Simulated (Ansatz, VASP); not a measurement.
In3Se in VASP and in Ansatz

```
In Se
1.0
     4.86697    0.00000    0.00000
     0.00000    4.86697    0.00000
     0.00000    0.00000    4.86697
In Se
3 1
Direct
  0.50000 0.50000 0.00000
  0.50000 0.00000 0.50000
  0.00000 0.50000 0.50000
  0.00000 0.00000 0.00000
```

Change from the starting cell: volume scaled by 1.04.

Alike in both runs: task single point; functional LDA; k mesh 6 × 6 × 6; occupations fermi-dirac, width 0.05 eV; no spin polarisation.

```csv
,VASP,Ansatz
version,VASP 6.6.1,Ansatz 0.2.0
potentials or method,"VASP PAW LDA potentials, release 64 (In_d, Se), cutoff 520 eV","all-electron LAPW, scalar-relativistic"
```

```tsv
	VASP	Ansatz	Ansatz less VASP
gap on the k mesh at the Fermi level (eV)	none	none	-
pressure (GPa)	-5.1	-5.1	+0.01
```

LDA's correlation is that of Perdew and Zunger in VASP and of Perdew and Wang (1992) in Ansatz. A gap of «none» marks a metal or a gap that the smearing closes. Ansatz ran all-electron here, and VASP with PAW potentials.
